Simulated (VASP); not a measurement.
# Pt (Fm-3m) in VASP: further runs

Pt is run at these levels: PBEsol; tasks: single point.

Everything below comes from runs of VASP 6.6.1. Logs are shortened: lines on timing, memory, paths and dates and some standing lists are left out, and cuts for length are marked.

### Step 1. The cell of the first run

The structure is cubic, space group Fm-3m (No. 225). Conventional cell: a = 3.877 Å, b = 3.877 Å, c = 3.877 Å, α = 90.00°, β = 90.00°, γ = 90.00°. Within 3.6 Å of Pt (site symmetry m-3m) lie 12 Pt at 2.74 Å.

### Step 2. Single point, PBEsol

The input, INCAR:

```
  PREC = Accurate
  ENCUT = 520
  EDIFF = 1E-7
  ISMEAR = -1
  SIGMA = 0.05
  LREAL = False
  LASPH = True
  NELM = 60
  ALGO = Normal
  ISIF = 2
  LWAVE = False
  LCHARG = False
  GGA = PS
  NBANDS = 11
```

The input, KPOINTS:

```
Automatic mesh
0
Gamma
  12 12 12
```

The input, POSCAR:

```
Pt
1.0
    0.0000000000      1.9386103305      1.9386103305
    1.9386103305      0.0000000000      1.9386103305
    1.9386103305      1.9386103305      0.0000000000
Pt
1
Direct
    0.0000000000      0.0000000000      0.0000000000
```

Potentials or basis: VASP PAW PBE potentials, release 64 (Pt).

The run is started by

```bash
$ cat potpaw_PBE.64/Pt/POTCAR > POTCAR
$ mpirun -np 1 vasp_std > vasp.out
```

OUTCAR:

```text
PREC = Accurate
   ENCUT = 520
   EDIFF = 1E-7
   ISMEAR = -1
   LREAL = False
   LASPH = True
   NELM = 60
   ISIF = 2
   GGA = PS

 ion  position               nearest neighbor table
   1  0.000  0.000  0.000-

  LATTYP: Found a face centered cubic cell.
 ALAT       =     3.8772206610

  Lattice vectors:

 A1 = (   0.0000000000,   1.9386103305,   1.9386103305)
 A2 = (   1.9386103305,   0.0000000000,   1.9386103305)
 A3 = (   1.9386103305,   1.9386103305,   0.0000000000)

Analysis of symmetry for initial positions (statically):
=====================================================================
 Subroutine PRICEL returns:
 Original cell was already a primitive cell.

 Routine SETGRP: Setting up the symmetry group for a
 face centered cubic supercell.

 Subroutine GETGRP returns: Found 48 space group operations
 (whereof 48 operations were pure point group operations)
 out of a pool of 48 trial point group operations.

The static configuration has the point symmetry O_h .

Analysis of symmetry for dynamics (positions and initial velocities):
=====================================================================
 Subroutine PRICEL returns:
 Original cell was already a primitive cell.

 Routine SETGRP: Setting up the symmetry group for a
 face centered cubic supercell.

 Subroutine GETGRP returns: Found 48 space group operations
 (whereof 48 operations were pure point group operations)
 out of a pool of 48 trial point group operations.

The dynamic configuration has the point symmetry O_h .

 Subroutine INISYM returns: Found 48 space group operations
 (whereof 48 operations are pure point group operations),
 and found     1 'primitive' translations

----------------------------------------------------------------------------------------

                                     Primitive cell

  volume of cell :      14.5714

  direct lattice vectors                    reciprocal lattice vectors
     0.000000000  1.938610330  1.938610330    -0.257916711  0.257916711  0.257916711
     1.938610330  0.000000000  1.938610330     0.257916711 -0.257916711  0.257916711
     1.938610330  1.938610330  0.000000000     0.257916711  0.257916711 -0.257916711

  length of vectors
     2.741609022  2.741609022  2.741609022     0.446724847  0.446724847  0.446724847

  position of ions in fractional coordinates (direct lattice)
     0.000000000  0.000000000  0.000000000

  ion indices of the primitive-cell ions
   primitive index   ion index
                 1           1

----------------------------------------------------------------------------------------

 KPOINTS: Automatic mesh

Automatic generation of k-mesh.
 Grid dimensions read from file:
 generate k-points for:   12   12   12

 Generating k-lattice:

  Cartesian coordinates                     Fractional coordinates (reciprocal lattice)
    -0.021493059  0.021493059  0.021493059     0.083333333  0.000000000  0.000000000
     0.021493059 -0.021493059  0.021493059     0.000000000  0.083333333  0.000000000
     0.021493059  0.021493059 -0.021493059     0.000000000  0.000000000  0.083333333

  Length of vectors
     0.037227071  0.037227071  0.037227071

  Shift w.r.t. Gamma in fractional coordinates (k-lattice)
     0.000000000  0.000000000  0.000000000

 Subroutine IBZKPT returns following result:
 ===========================================

 Found     72 irreducible k-points:

 Following reciprocal coordinates:
            Coordinates               Weight
  0.000000  0.000000  0.000000      1.000000
  0.083333  0.000000  0.000000      8.000000
  0.166667  0.000000  0.000000      8.000000
  0.250000  0.000000  0.000000      8.000000
  0.333333  0.000000  0.000000      8.000000
  0.416667  0.000000  0.000000      8.000000
[... 16 lines left out ...]
  0.500000  0.166667  0.000000     24.000000
 -0.416667  0.166667  0.000000     24.000000
 [... further k-points ...]
   k-points           NKPTS =     72   k-points in BZ     NKDIM =     72   number of bands    NBANDS=     11
   number of dos      NEDOS =    301   number of ions     NIONS =      1
   total plane-waves  NPLWV =   8000
   dimension x,y,z NGX =    20 NGY =   20 NGZ =   20
   dimension x,y,z NGXF=    40 NGYF=   40 NGZF=   40
   ions per type =               1
   NGX,Y,Z   is equivalent  to a cutoff of  12.13, 12.13, 12.13 a.u.
   NGXF,Y,Z  is equivalent  to a cutoff of  24.26, 24.26, 24.26 a.u.
 SYSTEM =  unknown system
   PREC   = accura    normal or accurate (medium, high low for compatibility)
   ISTART =      0    job   : 0-new  1-cont  2-samecut
   ICHARG =      2    charge: 1-file 2-atom 10-const
   ISPIN  =      1    spin polarized calculation?
   LNONCOLLINEAR =      F non collinear calculations
   LSORBIT =      F    spin-orbit coupling
   LASPH  =      T    aspherical Exc in radial PAW
   ENCUT  =  520.0 eV  38.22 Ry    6.18 a.u.   5.10  5.10  5.10*2*pi/ulx,y,z
   NELM   =     60;   NELMIN=  2; NELMDL= -5     # of ELM steps
   EDIFF  = 0.1E-06   stopping-criterion for ELM
   LREAL  =      F    real-space projection
   EDIFFG = 0.1E-05   stopping-criterion for IOM
   NSW    =      0    number of steps for IOM
   IBRION =     -1    ionic relax: 0-MD 1-quasi-New 2-CG
   NFREE  =      0    steps in history (QN), initial steepest desc. (CG)
   ISIF   =      2    stress and relaxation
   ISYM   =      2    0-nonsym 1-usesym 2-fastsym
   POTIM  = 0.5000    time-step for ionic-motion
   TEBEG  =    0.0;   TEEND  =   0.0 temperature during run
   PSTRESS=    0.0 pullay stress
   NELECT =      10.0000    total number of electrons
   NUPDOWN=      -1.0000    fix difference up-down
   EMIN   =  10.00;   EMAX   =-10.00  energy-range for DOS
   EFERMI =   0.00;   METHOD = LEGACY
   ISMEAR =    -1;   SIGMA  =   0.05  broadening in eV -4-tet -1-fermi 0-gaus
   EFERMI_NEDOS =   21; number of points for ismear=-14 and -15
   IALGO  =     38    algorithm
   IMIX   =      4    mixing-type and parameters
     AMIX     =   0.40;   BMIX     =  1.00
     AMIX_MAG =   1.60;   BMIX_MAG =  1.00
  volume/ion in A,a.u.               =      14.57        98.33
  Fermi-wavevector in a.u.,A,eV,Ry     =   1.444024  2.728809 28.370927  2.085204
  Thomas-Fermi vector in A             =   2.562365
   LORBIT       =      0    0 simple, 1 ext, 2 COOP (PROOUT), +10 PAW based schemes
   GGA     = PS    functional components
   LHFCALC =     F    Hartree Fock is set to
   AEXX    =    0.0000 exact exchange contribution
   IVDW    =     0    specifies the selected vdW correction
   LEPSILON=     F    determine dielectric tensor
   LRPA    =     F    only Hartree local field effects (RPA)
 non-spin polarized calculation
  energy-cutoff  :      520.00
  volume of cell :       14.57
 maximum number of plane-waves:       403
   NGX = 11   NGY = 11   NGZ = 11

 number of electron      10.0000000 magnetization

 number of electron       9.9999999 magnetization

 Free energy of the ion-electron system (eV)
  ---------------------------------------------------
  ext. energy  EPLUGINS =         0.00000000
  ---------------------------------------------------
  free energy    TOTEN  =        -6.95955019 eV

  energy without entropy =       -6.94431276  energy(sigma->0) =       -6.95193147

 E-fermi :  11.7982     XC(G=0): -13.8308

 val. band max:       11.7953891316   @ k =  -0.4167   0.3333   0.0833
 cond. band min:      11.8018049888   @ k =   0.5000   0.4167   0.0833
 fundamental gap:      0.0064158572
 Fermi energy:        11.7981998226

 k-point     1 :       0.0000    0.0000    0.0000
  band No.  band energies     occupation
      1       1.0801      2.00000
      2       7.7555      2.00000
      3       7.7555      2.00000
      4       7.7555      2.00000
      5      10.0616      2.00000
      6      10.0616      2.00000
      7      26.2905      0.00000
      8      31.4449      0.00000
      9      31.4449      0.00000
     10      31.4449      0.00000
     11      36.8674      0.00000

 k-point     2 :       0.0833    0.0000    0.0000
  band No.  band energies     occupation
      1       1.3675      2.00000
      2       7.6255      2.00000
      3       7.8693      2.00000
      4       7.8693      2.00000
      5       9.9982      2.00000
      6       9.9982      2.00000
      7      26.7450      0.00000
      8      30.1041      0.00000
      9      31.8980      0.00000
     10      31.8980      0.00000
     11      38.3129      0.00000

 k-point     3 :       0.1667    0.0000    0.0000
  band No.  band energies     occupation
      1       2.1626      2.00000
      2       7.3656      2.00000
      3       8.1014      2.00000
      4       8.1014      2.00000
      5       9.9437      2.00000
      6       9.9437      2.00000
      7      27.7600      0.00000
      8      27.8049      0.00000
      9      33.1649      0.00000
     10      33.1649      0.00000
     11      37.1381      0.00000

 k-point     4 :       0.2500    0.0000    0.0000
  band No.  band energies     occupation
      1       3.1877      2.00000
      2       7.3695      2.00000
      3       8.1511      2.00000
      4       8.1511      2.00000
      5      10.2381      2.00000
      6      10.2381      2.00000
      7      25.2110      0.00000
      8      28.2028      0.00000
      9      34.7689      0.00000
     10      34.7689      0.00000
     11      35.5519      0.00000
[... 239 lines left out ...]
 k-point    22 :       0.4167    0.1667    0.0000
  band No.  band energies     occupation
      1       4.7427      2.00000
      2       7.0337      2.00000
      3       7.6073      2.00000
      4       8.7080      2.00000
      5      11.7656      1.31477
      6      12.2929      0.00010
      7      21.4203      0.00000
      8      27.7903      0.00000
      9      29.3835      0.00000
     10      31.3343      0.00000
     11      38.6953      0.00000

 k-point    23 :       0.5000    0.1667    0.0000
  band No.  band energies     occupation
      1       4.8264      2.00000
      2       7.0517      2.00000
      3       8.3560      2.00000
      4       8.5059      2.00000
      5      11.9005      0.22900
      6      14.2753      0.00000
      7      18.4097      0.00000
      8      27.0394      0.00000
      9      29.4354      0.00000
     10      29.8692      0.00000
     11      39.4797      0.00000

 k-point    24 :      -0.4167    0.1667    0.0000
  band No.  band energies     occupation
      1       4.8879      2.00000
      2       7.0673      2.00000
      3       8.4110      2.00000
      4       8.6812      2.00000
      5      11.4707      1.99714
      6      14.8460      0.00000
      7      17.9973      0.00000
      8      26.7162      0.00000
      9      28.8274      0.00000
     10      30.5947      0.00000
     11      39.0070      0.00000

 [... further k-points ...]
[... 5 lines left out ...]
  --------------------------------------------------------------------------------------
  -------------------------------------------------------------------------------------
  Total        0.8740837      0.8740837      0.8740837     -0.0000000     -0.0000000      0.0000000
  in kB       96.1085488     96.1085488     96.1085488     -0.0000000     -0.0000000      0.0000000
  external PRESSURE =      96.1085488 kB  Pullay stress =       0.0000000 kB

 VOLUME and BASIS-vectors are now :
 -----------------------------------------------------------------------------
  energy-cutoff  :      520.00
  volume of cell :       14.57
      direct lattice vectors                 reciprocal lattice vectors
     0.000000000  1.938610330  1.938610330    -0.257916711  0.257916711  0.257916711
     1.938610330  0.000000000  1.938610330     0.257916711 -0.257916711  0.257916711
     1.938610330  1.938610330  0.000000000     0.257916711  0.257916711 -0.257916711

 POSITION                                       TOTAL-FORCE (eV/Angst)
 -----------------------------------------------------------------------------------
      0.00000      0.00000      0.00000        -0.000000      0.000000      0.000000
 -----------------------------------------------------------------------------------
    total drift:                                0.000000      0.000000      0.000000

  FREE ENERGIE OF THE ION-ELECTRON SYSTEM (eV)
  ---------------------------------------------------
  free  energy   TOTEN  =        -6.9595501888 eV

  energy  without entropy=       -6.9443127573  energy(sigma->0) =       -6.95193147
```

It took 6.4 s on 1 thread of Intel Xeon Platinum 8488C (Sapphire Rapids), shared host; peak memory 0.13 GiB.

Results:

| Property | Result |
| --- | --- |
| Free energy | -6.9596 eV |
| Pressure | 9.6 GPa |
| Band gap on the k mesh | zero (band 5 reaches 12.32 eV, above the bottom of band 6 at 9.94 eV) |

Caveat: the PAW data sets were made with another functional, which shifts forces and pressure a little; spin-orbit coupling is left out, which moves the levels of the heavy elements.

(Part 1 of 2 ends here.)
